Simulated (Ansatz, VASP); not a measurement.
## One calculation of Cu3O2, two programs

The input INCAR:

```
SYSTEM = Cu3O2
  ALGO = Normal
  EDIFF = 1E-6
  ENCUT = 520
  GGA = PS
  ISIF = 2
  ISMEAR = -1
  LASPH = .True.
  LCHARG = .False.
  LREAL = .False.
  LWAVE = .False.
  NBANDS = 30
  NELM = 80
  PREC = Accurate
  SIGMA = 0.05
```

File KPOINTS:

```
k-points
0
Gamma
  8 8 8
  0 0 0
```

POSCAR

```
Cu3O2
1.0
   -2.0229820000      2.0229820000      3.6368808300
    2.0229820000     -2.0229820000      3.6368808300
    2.0229820000      2.0229820000     -3.6368808300
Cu O
3 2
Direct
    0.0000000000      0.0000000000      0.0000000000
    0.7500000000      0.2500000000      0.5000000000
    0.2500000000      0.7500000000      0.5000000000
    0.5000000000      0.0000000000      0.5000000000
    0.0000000000      0.5000000000      0.5000000000
```

The input input.yaml:

```yaml
crystal:
  lattice:
    - [-2.022982, 2.022982, 3.63688083]
    - [2.022982, -2.022982, 3.63688083]
    - [2.022982, 2.022982, -3.63688083]
  atoms:
    - { symbol: Cu, position: [0.0, 0.0, 0.0] }
    - { symbol: Cu, position: [0.75, 0.25, 0.5] }
    - { symbol: Cu, position: [0.25, 0.75, 0.5] }
    - { symbol: O, position: [0.5, 0.0, 0.5] }
    - { symbol: O, position: [0.0, 0.5, 0.5] }
hamiltonian:
  xc: pbesol
  pseudopotentials: { kind: paw }
kpoints:
  mp_grid: { grid: [8, 8, 8] }
  band_path:
    path:
      - [[0.0, 0.0, 0.0], [0.0, 0.0, 0.5], [-0.1547019899, 0.1547019899, 0.5], [-0.3273509949, 0.3273509949, 0.3273509949], [0.0, 0.0, 0.0], [0.5, 0.5, -0.5], [0.3273509949, 0.6726490051, -0.3273509949], [0.0, 0.5, 0.0], [0.25, 0.25, 0.25], [0.5, 0.5, -0.1547019899], [0.5, 0.5, -0.5]]
      - [[0.0, 0.0, 0.5], [0.25, 0.25, 0.25]]
    npoints: 14
scf:
  occupations: { method: fermi_dirac, width: 0.05 }
  n_extra_bands: 12
output:
  forces: true
  stress: true
  eigenvalues: true
  fatbands: false
```

Alike in both runs: functional PBEsol; k mesh 8 × 8 × 8; occupations fermi-dirac, width 0.05 eV; no spin polarisation.

|  | VASP | Ansatz |
| --- | --- | --- |
| version | VASP 6.6.1 | Ansatz 0.2.0 |
| potentials or method | VASP PAW PBE potentials, release 64 (Cu, O) | Ansatz PAW |
| plane-wave cutoff (eV) | 520 | 420 |
| valence electrons in the cell | 45 | 69 |
| task | single point | band structure |

```csv
,VASP,Ansatz,Ansatz less VASP
gap on the k mesh at the Fermi level (eV),none,none,-
pressure (GPa),-3.2,-4.0,-0.83
"traceless stress, the component that is largest in VASP (GPa)",0.77,-0.07,-0.837
```

VASP's potentials were made for PBE, not for PBEsol. A gap of «none» marks a metal or a gap that the smearing closes. VASP's potentials hold 45 valence electrons a cell and Ansatz's 69, so a difference there can come from the potentials and not from the codes.
